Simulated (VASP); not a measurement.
# AlN (F-43m) in VASP: further runs

Aim: see how the results for AlN move with the level of theory and the settings. Levels: PBE, LDA. Tasks: single point.

Everything below comes from runs of VASP 6.6.1. Logs are shortened: lines on timing, memory, paths and dates and some standing lists are left out, and cuts for length are marked.

## 1. The cell of the first run

The structure is cubic, space group F-43m (No. 216). Conventional cell: a = 4.370 Å, b = 4.370 Å, c = 4.370 Å, α = 90.00°, β = 90.00°, γ = 90.00°. Within 2.5 Å of Al (site symmetry -43m) lie 4 N at 1.89 Å. Within 2.5 Å of N (site symmetry -43m) lie 4 Al at 1.89 Å.

## 2. Single point, PBE

Input file INCAR:

```
SYSTEM = AlN
PREC = Accurate
ENCUT = 520
EDIFF = 1E-6
ISMEAR = 0
SIGMA = 0.01
LREAL = .FALSE.
LASPH = .TRUE.
NELM = 60
ALGO = Normal
ISIF = 2
LWAVE = .FALSE.
LCHARG = .FALSE.
GGA = PE
NBANDS = 11
```

Input file KPOINTS:

```
Automatic mesh
0
G
  6 6 6
  0 0 0
```

Input file POSCAR:

```
AlN
1.0
    0.0000000000      2.1848764830      2.1848764830
    2.1848764830      0.0000000000      2.1848764830
    2.1848764830      2.1848764830      0.0000000000
Al N
1 1
Direct
    0.0000000000      0.0000000000      0.0000000000
    0.7500000000      0.7500000000      0.7500000000
```

Potentials or basis: VASP PAW PBE potentials, release 64 (Al, N).

On the command line:

```
> cat potpaw_PBE.64/Al/POTCAR potpaw_PBE.64/N/POTCAR > POTCAR
> mpirun -np 1 vasp_std > vasp.out
```

OUTCAR:

```text
SYSTEM = AlN
   PREC = Accurate
   ENCUT = 520
   EDIFF = 1E-6
   ISMEAR = 0
   LREAL = .FALSE.
   LASPH = .TRUE.
   NELM = 60
   ISIF = 2
   GGA = PE

 ion  position               nearest neighbor table
   1  0.000  0.000  0.000-   2 1.89   2 1.89   2 1.89   2 1.89
   2  0.750  0.750  0.750-   1 1.89   1 1.89   1 1.89   1 1.89

  LATTYP: Found a face centered cubic cell.
 ALAT       =     4.3697529660

  Lattice vectors:

 A1 = (   0.0000000000,   2.1848764830,   2.1848764830)
 A2 = (   2.1848764830,   0.0000000000,   2.1848764830)
 A3 = (   2.1848764830,   2.1848764830,   0.0000000000)

Analysis of symmetry for initial positions (statically):
=====================================================================
 Subroutine PRICEL returns:
 Original cell was already a primitive cell.

 Routine SETGRP: Setting up the symmetry group for a
 face centered cubic supercell.

 Subroutine GETGRP returns: Found 24 space group operations
 (whereof 24 operations were pure point group operations)
 out of a pool of 48 trial point group operations.

The static configuration has the point symmetry T_d .

Analysis of symmetry for dynamics (positions and initial velocities):
=====================================================================
 Subroutine PRICEL returns:
 Original cell was already a primitive cell.

 Routine SETGRP: Setting up the symmetry group for a
 face centered cubic supercell.

 Subroutine GETGRP returns: Found 24 space group operations
 (whereof 24 operations were pure point group operations)
 out of a pool of 48 trial point group operations.

The dynamic configuration has the point symmetry T_d .

 Subroutine INISYM returns: Found 24 space group operations
 (whereof 24 operations are pure point group operations),
 and found     1 'primitive' translations

----------------------------------------------------------------------------------------

                                     Primitive cell

  volume of cell :      20.8598

  direct lattice vectors                    reciprocal lattice vectors
     0.000000000  2.184876483  2.184876483    -0.228845888  0.228845888  0.228845888
     2.184876483  0.000000000  2.184876483     0.228845888 -0.228845888  0.228845888
     2.184876483  2.184876483  0.000000000     0.228845888  0.228845888 -0.228845888

  length of vectors
     3.089881954  3.089881954  3.089881954     0.396372706  0.396372706  0.396372706

  position of ions in fractional coordinates (direct lattice)
     0.000000000  0.000000000  0.000000000
     0.750000000  0.750000000  0.750000000

  ion indices of the primitive-cell ions
   primitive index   ion index
                 1           1
                 2           2

----------------------------------------------------------------------------------------

 KPOINTS: Automatic mesh

Automatic generation of k-mesh.
 Grid dimensions read from file:
 generate k-points for:    6    6    6

 Generating k-lattice:

  Cartesian coordinates                     Fractional coordinates (reciprocal lattice)
    -0.038140981  0.038140981  0.038140981     0.166666667  0.000000000  0.000000000
     0.038140981 -0.038140981  0.038140981     0.000000000  0.166666667  0.000000000
     0.038140981  0.038140981 -0.038140981     0.000000000  0.000000000  0.166666667

  Length of vectors
     0.066062118  0.066062118  0.066062118

  Shift w.r.t. Gamma in fractional coordinates (k-lattice)
     0.000000000  0.000000000  0.000000000

 Subroutine IBZKPT returns following result:
 ===========================================

 Found     16 irreducible k-points:

 Following reciprocal coordinates:
            Coordinates               Weight
  0.000000  0.000000  0.000000      1.000000
  0.166667  0.000000  0.000000      8.000000
  0.333333  0.000000  0.000000      8.000000
  0.500000  0.000000  0.000000      4.000000
  0.166667  0.166667  0.000000      6.000000
  0.333333  0.166667  0.000000     24.000000
[... 8 lines left out ...]
 -0.333333  0.333333  0.166667     24.000000
 -0.333333  0.500000  0.166667     12.000000
   k-points           NKPTS =     16   k-points in BZ     NKDIM =     16   number of bands    NBANDS=     11
   number of dos      NEDOS =    301   number of ions     NIONS =      2
   total plane-waves  NPLWV =  13824
   dimension x,y,z NGX =    24 NGY =   24 NGZ =   24
   dimension x,y,z NGXF=    48 NGYF=   48 NGZF=   48
   ions per type =               1   1
   NGX,Y,Z   is equivalent  to a cutoff of  12.91, 12.91, 12.91 a.u.
   NGXF,Y,Z  is equivalent  to a cutoff of  25.83, 25.83, 25.83 a.u.
 SYSTEM =  AlN
   PREC   = accura    normal or accurate (medium, high low for compatibility)
   ISTART =      0    job   : 0-new  1-cont  2-samecut
   ICHARG =      2    charge: 1-file 2-atom 10-const
   ISPIN  =      1    spin polarized calculation?
   LNONCOLLINEAR =      F non collinear calculations
   LSORBIT =      F    spin-orbit coupling
   LASPH  =      T    aspherical Exc in radial PAW
   ENCUT  =  520.0 eV  38.22 Ry    6.18 a.u.   5.75  5.75  5.75*2*pi/ulx,y,z
   NELM   =     60;   NELMIN=  2; NELMDL= -5     # of ELM steps
   EDIFF  = 0.1E-05   stopping-criterion for ELM
   LREAL  =      F    real-space projection
   EDIFFG = 0.1E-04   stopping-criterion for IOM
   NSW    =      0    number of steps for IOM
   IBRION =     -1    ionic relax: 0-MD 1-quasi-New 2-CG
   NFREE  =      0    steps in history (QN), initial steepest desc. (CG)
   ISIF   =      2    stress and relaxation
   ISYM   =      2    0-nonsym 1-usesym 2-fastsym
   POTIM  = 0.5000    time-step for ionic-motion
   TEBEG  =    0.0;   TEEND  =   0.0 temperature during run
   PSTRESS=    0.0 pullay stress
   NELECT =       8.0000    total number of electrons
   NUPDOWN=      -1.0000    fix difference up-down
   EMIN   =  10.00;   EMAX   =-10.00  energy-range for DOS
   EFERMI =   0.00;   METHOD = LEGACY
   ISMEAR =     0;   SIGMA  =   0.01  broadening in eV -4-tet -1-fermi 0-gaus
   EFERMI_NEDOS =   21; number of points for ismear=-14 and -15
   IALGO  =     38    algorithm
   IMIX   =      4    mixing-type and parameters
     AMIX     =   0.40;   BMIX     =  1.00
     AMIX_MAG =   1.60;   BMIX_MAG =  1.00
  volume/ion in A,a.u.               =      10.43        70.38
  Fermi-wavevector in a.u.,A,eV,Ry     =   1.189418  2.247675 19.248377  1.414716
  Thomas-Fermi vector in A             =   2.325526
   LORBIT       =      0    0 simple, 1 ext, 2 COOP (PROOUT), +10 PAW based schemes
   GGA     = PE    functional components
   LHFCALC =     F    Hartree Fock is set to
   AEXX    =    0.0000 exact exchange contribution
   IVDW    =     0    specifies the selected vdW correction
   LEPSILON=     F    determine dielectric tensor
   LRPA    =     F    only Hartree local field effects (RPA)
 non-spin polarized calculation
 Gauss-broadening in eV      SIGMA  =   0.01
  energy-cutoff  :      520.00
  volume of cell :       20.86
 maximum number of plane-waves:       588
   NGX = 11   NGY = 11   NGZ = 11

 number of electron       8.0000000 magnetization

 Free energy of the ion-electron system (eV)
  ---------------------------------------------------
  ext. energy  EPLUGINS =         0.00000000
  ---------------------------------------------------
  free energy    TOTEN  =       -14.83935727 eV

  energy without entropy =      -14.83935727  energy(sigma->0) =      -14.83935727

 E-fermi :   6.0030     XC(G=0): -10.9278

 val. band max:        5.9609179803   @ k =   0.0000   0.0000   0.0000
 cond. band min:       9.2760859777   @ k =   0.5000   0.5000   0.0000
 fundamental gap:      3.3151679973
 Fermi energy:         6.0029725985

 k-point     1 :       0.0000    0.0000    0.0000
  band No.  band energies     occupation
      1      -9.0133      2.00000
      2       5.9609      2.00000
      3       5.9609      2.00000
      4       5.9609      2.00000
      5      10.1452      0.00000
      6      18.5073      0.00000
      7      18.5073      0.00000
      8      18.5073      0.00000
      9      23.6379      0.00000
     10      23.6379      0.00000
     11      25.0376      0.00000

 k-point     2 :       0.1667    0.0000    0.0000
  band No.  band energies     occupation
      1      -8.6163      2.00000
      2       4.1088      2.00000
      3       5.8288      2.00000
      4       5.8288      2.00000
      5      11.5669      0.00000
      6      17.5962      0.00000
      7      18.6741      0.00000
      8      18.6741      0.00000
      9      21.8367      0.00000
     10      21.8367      0.00000
     11      23.6097      0.00000

 k-point     3 :       0.3333    0.0000    0.0000
  band No.  band energies     occupation
      1      -7.6318      2.00000
      2       1.4152      2.00000
      3       5.5899      2.00000
      4       5.5899      2.00000
      5      12.9587      0.00000
      6      16.3510      0.00000
      7      17.6826      0.00000
      8      17.6826      0.00000
      9      23.2856      0.00000
     10      23.4731      0.00000
     11      23.4731      0.00000

 k-point     4 :       0.5000    0.0000    0.0000
  band No.  band energies     occupation
      1      -6.9684      2.00000
      2       0.1111      2.00000
      3       5.4813      2.00000
      4       5.4813      2.00000
      5      13.3280      0.00000
      6      15.8166      0.00000
      7      17.0979      0.00000
      8      17.0979      0.00000
      9      23.9308      0.00000
     10      26.0423      0.00000
     11      26.0423      0.00000

 k-point     5 :       0.1667    0.1667    0.0000
  band No.  band energies     occupation
      1      -8.4855      2.00000
      2       4.2349      2.00000
      3       5.4434      2.00000
      4       5.4434      2.00000
      5      11.8458      0.00000
      6      17.1094      0.00000
      7      18.5708      0.00000
      8      19.2355      0.00000
      9      19.2355      0.00000
     10      24.4768      0.00000
     11      26.7346      0.00000
[... 99 lines left out ...]
 k-point    13 :       0.5000    0.5000    0.0000
  band No.  band energies     occupation
      1      -6.3342      2.00000
      2       1.0616      2.00000
      3       4.1883      2.00000
      4       4.1883      2.00000
      5       9.2761      0.00000
      6      14.5666      0.00000
      7      19.9010      0.00000
      8      21.6778      0.00000
      9      21.6778      0.00000
     10      29.4724      0.00000
     11      29.9409      0.00000

 k-point    14 :       0.5000    0.3333    0.1667
  band No.  band energies     occupation
      1      -6.9318      2.00000
      2       1.6495      2.00000
      3       3.6461      2.00000
      4       4.7439      2.00000
      5      12.3871      0.00000
      6      16.4101      0.00000
      7      16.8342      0.00000
      8      19.4417      0.00000
      9      21.6955      0.00000
     10      25.9010      0.00000
     11      29.0456      0.00000

 k-point    15 :      -0.3333    0.3333    0.1667
  band No.  band energies     occupation
      1      -6.4713      2.00000
      2       1.3399      2.00000
      3       3.0304      2.00000
      4       4.3152      2.00000
      5      12.4477      0.00000
      6      16.0283      0.00000
      7      18.0031      0.00000
      8      19.0484      0.00000
      9      22.7787      0.00000
     10      24.5449      0.00000
     11      29.9668      0.00000

 k-point    16 :      -0.3333    0.5000    0.1667
  band No.  band energies     occupation
      1      -6.2922      2.00000
      2       1.6507      2.00000
      3       3.1840      2.00000
      4       3.4619      2.00000
      5      11.2053      0.00000
      6      16.2658      0.00000
      7      18.9328      0.00000
      8      18.9693      0.00000
      9      22.5182      0.00000
     10      26.1621      0.00000
     11      30.5119      0.00000

------------------------ aborting loop because EDIFF is reached ----------------------------------------

  FORCE on cell =-STRESS in cart. coord.  units (eV):
  Direction    XX          YY          ZZ          XY          YZ          ZX
  --------------------------------------------------------------------------------------
  -------------------------------------------------------------------------------------
  Total        0.5628907      0.5628907      0.5628907     -0.0000000     -0.0000000     -0.0000000
  in kB       43.2338579     43.2338579     43.2338579     -0.0000000     -0.0000000     -0.0000000
  external PRESSURE =      43.2338579 kB  Pullay stress =       0.0000000 kB

 VOLUME and BASIS-vectors are now :
 -----------------------------------------------------------------------------
  energy-cutoff  :      520.00
  volume of cell :       20.86
      direct lattice vectors                 reciprocal lattice vectors
     0.000000000  2.184876483  2.184876483    -0.228845888  0.228845888  0.228845888
     2.184876483  0.000000000  2.184876483     0.228845888 -0.228845888  0.228845888
     2.184876483  2.184876483  0.000000000     0.228845888  0.228845888 -0.228845888

 POSITION                                       TOTAL-FORCE (eV/Angst)
 -----------------------------------------------------------------------------------
      0.00000      0.00000      0.00000         0.000000      0.000000      0.000000
      3.27731      3.27731      3.27731        -0.000000     -0.000000     -0.000000
 -----------------------------------------------------------------------------------
    total drift:                               -0.000000     -0.000000     -0.000000

  FREE ENERGIE OF THE ION-ELECTRON SYSTEM (eV)
  ---------------------------------------------------
  free  energy   TOTEN  =       -14.8393572691 eV

  energy  without entropy=      -14.8393572691  energy(sigma->0) =      -14.83935727
```

Wall time 4.8 s (1 thread of AMD EPYC 7R43 (Zen 3), shared host); peak memory 0.1 GiB.

Results:

| Property | Result |
| --- | --- |
| Free energy | -14.8394 eV |
| Pressure | 4.3 GPa |
| Band gap on the k mesh | 3.32 eV, indirect (least direct gap 4.18 eV) |

A k mesh can miss the band edges.

## 3. Single point, LDA

Input file INCAR:

```
ALGO = Normal
EDIFF = 1E-6
ENCUT = 520
ISIF = 2
ISMEAR = 0
LASPH = True
LCHARG = True
LELF = True
LREAL = False
LVHAR = True
LWAVE = False
NBANDS = 11
NELM = 100
PREC = Accurate
SIGMA = 0.01
```

Input file KPOINTS:

```
k-points
0
Gamma
  6 6 6
```

POSCAR is that of step 2.

Potentials or basis: VASP PAW LDA potentials, release 64 (Al, N).

On the command line:

```
> cat potpaw_LDA.64/Al/POTCAR potpaw_LDA.64/N/POTCAR > POTCAR
> mpirun -np 1 vasp_std > vasp.out
```

It took 4.5 s on 1 thread of AMD EPYC 7R43 (Zen 3), shared host; peak memory 0.09 GiB.

The run converged. Its results:

- Free energy: -16.3705 eV
- Pressure: -3.3 GPa
- Band gap on the k mesh: 3.22 eV, indirect (least direct gap 4.22 eV)

Levels at points of the mesh, in eV from the valence-band top:
```csv
k point,band 2,band 3,band 4,band 5,band 6,band 7
"(0.00, 0.00, 0.00)",0.00,0.00,0.00,4.22,12.32,12.32
"(0.50, 0.00, 0.00)",-5.91,-0.49,-0.49,7.26,9.76,10.95
"(0.50, 0.50, 0.00)",-4.95,-1.79,-1.79,3.22,8.40,13.73
```

A k mesh can miss the band edges.
